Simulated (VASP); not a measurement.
Crystal: ZnS.

```
Zn S
1.0
     3.76816    0.00000    0.00000
    -1.88408    3.26332    0.00000
     0.00000    0.00000    6.28101
Zn S
2 2
Direct
  0.33333 0.66667 0.00190
  0.66667 0.33333 0.50190
  0.33333 0.66667 0.37310
  0.66667 0.33333 0.87310
```

This cell differs from its parent crystal: epitaxial xy strain -1.0%.

Base run:

| Item | Value |
| --- | --- |
| Program | VASP 6.6.1 |
| Functional | PBE |
| Potentials or basis | VASP PAW PBE potentials, release 64 (Zn, S) |
| Cutoff | 500 eV |
| k mesh | 12 × 12 × 4 |
| Occupations | fermi-dirac, width 0.02 eV |
| Spin | no spin polarisation |

Its results: band gap on the k mesh 2.23 eV; pressure 3.5 GPa; largest force 0.003 eV/Å.

The run is repeated on the same cell with these changes: functional from PBE to r2SCAN; cutoff from 500 eV to 550 eV; occupations from fermi-dirac, width 0.02 eV to gaussian, width 0.01 eV. What comes out?

Band gap on the k mesh 2.80 eV; pressure 1.2 GPa; largest force 0.011 eV/Å.

Caveats: the cell stands under pressure (at least some runs); the PAW data sets were made with another functional, which shifts forces and pressure a little (at least some runs).

A k mesh can miss the band edges.
